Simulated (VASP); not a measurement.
Set up this calculation in VASP 6.6.1, as the native input.

| Item | Value |
| --- | --- |
| Task | single point |
| Functional | PBE |
| Dispersion | D3(BJ) |
| Potentials or basis | VASP PAW PBE potentials, release 64 (Sr_sv, Cl) |
| Cutoff | 520 eV |
| k mesh | 8 × 8 × 8 |
| Occupations | fermi-dirac, width 0.02 eV |
| Spin | no spin polarisation |
| Dipole correction | no |
| Further INCAR settings | ALGO = Normal; EDIFF = 1e-06; NBANDS = 19 |

The structure of SrCl2 lies in POSCAR:

```
SrCl2
1.0
    2.0879424220      1.2054741194      6.1376815066
   -2.0879424220      1.2054741194      6.1376815066
    0.0000000000     -2.4109482388      6.1376815066
Sr Cl
1 2
Direct
    0.0001633090      0.0001633090      0.0001633090
    0.4226619828      0.4226619828      0.4226619828
    0.2438413749      0.2438413749      0.2438413749
```

One way to write it, as run:

INCAR

```
PREC = Accurate ; ENCUT = 520
EDIFF = 1E-6 ; ISMEAR = -1
SIGMA = 0.02 ; LREAL = False
LASPH = True ; NELM = 60
ALGO = Normal ; ISIF = 2
LWAVE = False ; LCHARG = False
GGA = PE ; IVDW = 12
NBANDS = 19
```

KPOINTS

```
Automatic mesh
0
Gamma
  8 8 8
```

Potentials or basis: VASP PAW PBE potentials, release 64 (Sr_sv, Cl).

The run is started by

```sh
$ cat potpaw_PBE.64/Sr_sv/POTCAR potpaw_PBE.64/Cl/POTCAR > POTCAR
$ mpirun -np 1 vasp_std > vasp.out
```

Results of the run:

| Quantity | Value |
| --- | --- |
| Pressure | 0.1 GPa |
| Largest force | 0.024 eV/Å |
| Band gap on the k mesh | 4.34 eV, direct |
| Dispersion energy per atom | -0.199 eV |

Run time: 2.5 min on 1 thread of Intel(R) Xeon(R) Platinum 8488C (Sapphire Rapids), with other jobs on the host, peak memory 0.41 GiB.
